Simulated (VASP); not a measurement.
Here is a VASP 6.6.1 calculation.

INCAR

```
ALGO = Normal
EDIFF = 1E-6
ENCUT = 520
GGA = PE
ISIF = 2
ISMEAR = -1
LASPH = True
LCHARG = False
LREAL = False
LWAVE = False
NBANDS = 14
NELM = 80
PREC = Accurate
SIGMA = 0.02
```

Contents of KPOINTS:

```
k-points
0
Gamma
  8 8 8
```

File POSCAR:

```
NaCl
1.0
   -0.0350337351      2.8026988093      2.8026988093
    2.8026988093     -0.0350337351      2.8026988093
    2.7676650742      2.7676650742      0.0000000000
Na Cl
1 1
Direct
    0.0000000000      0.0000000000      0.0000000000
    0.5000000000      0.5000000000      0.5000000000
```

Potentials or basis: VASP PAW PBE potentials, release 64 (Na_pv, Cl).

Run with:

```console
$ cat potpaw_PBE.64/Na_pv/POTCAR potpaw_PBE.64/Cl/POTCAR > POTCAR
$ mpirun -np 1 vasp_std > vasp.out
```

Task: Estimate the band gap on the k mesh.

Result: 5.13 eV, direct.

Task: Predict the pressure.

Result: 1.2 GPa.

Stress tensor (GPa, compression positive):
```
1.25 0.32 0.00
0.32 1.25 0.00
0.00 0.00 1.24
```

Caveat: the cell differs from its parent crystal (shear xy strain -2.5%).
